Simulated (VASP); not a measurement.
**KZnF3: single point with PBE**

Crystal: KZnF3.

```
K Zn F
1.0
     4.05000    0.00000    0.00000
     0.00000    4.65750    0.00000
     0.00000    0.00000    4.05000
K Zn F
1 1 3
Direct
  0.00000 0.00000 0.00000
  0.50000 0.50000 0.50000
  0.50000 0.50000 0.00000
  0.00000 0.50000 0.50000
  0.50000 0.00000 0.50000
```

This cell differs from its parent crystal: strain +0.1500 x Voigt [0, 1, 0, 0, 0, 0].

| Property | Result |
| --- | --- |
| Program | VASP 6.6.1 |
| Task | single point |
| Functional | PBE |
| Potentials or basis | VASP PAW PBE potentials, release 64 (K_sv, Zn, F) |
| Cutoff | 520 eV |
| k mesh | 6 × 6 × 6 |
| Occupations | gaussian, width 0.05 eV |
| Spin | no spin polarisation |
| Dipole correction | no |
| Further INCAR settings | ALGO = Normal; EDIFF = 1e-07; NBANDS = 29 |

```
Pressure               : -3.2 GPa
Band gap on the k mesh : 3.21 eV, indirect (least direct gap 4.33 eV)
```

Stress tensor (GPa, compression positive):
```
-1.38  0.00  0.00
 0.00 -6.72  0.00
 0.00  0.00 -1.38
```

Levels at points of the mesh, in eV from the valence-band top:
| k point | band 17 | band 18 | band 19 | band 20 | band 21 | band 22 | band 23 | band 24 | band 25 | band 26 |
| --- | --- | --- | --- | --- | --- | --- | --- | --- | --- | --- |
| (0.00, 0.00, 0.00) | -1.69 | -1.69 | -1.32 | -1.12 | -1.12 | 3.21 | 8.71 | 8.72 | 9.22 | 10.86 |
| (0.50, 0.00, 0.00) | -1.62 | -1.52 | -1.49 | -1.47 | -1.25 | 5.94 | 8.03 | 9.94 | 9.97 | 11.27 |
| (0.00, 0.50, 0.00) | -1.71 | -1.71 | -1.63 | -1.10 | -1.10 | 5.10 | 7.43 | 9.23 | 10.94 | 10.94 |
| (0.50, 0.50, 0.00) | -1.92 | -1.56 | -1.24 | -1.08 | -0.42 | 6.98 | 8.83 | 9.54 | 9.67 | 11.06 |
| (0.50, 0.00, 0.50) | -1.67 | -1.31 | -1.31 | -1.19 | 0.00 | 7.54 | 9.78 | 9.78 | 10.10 | 10.65 |
| (0.50, 0.50, 0.50) | -1.19 | -0.99 | -0.99 | -0.53 | 0.00 | 7.92 | 8.35 | 8.35 | 8.94 | 10.97 |

Wall time 49 s on 1 thread of Intel(R) Xeon(R) 6975P-C (Granite Rapids), on a shared host, peak memory 0.22 GiB.

Caveat: the cell differs from its parent crystal (strain +0.1500 x Voigt [0, 1, 0, 0, 0, 0]). A k mesh can miss the band edges.
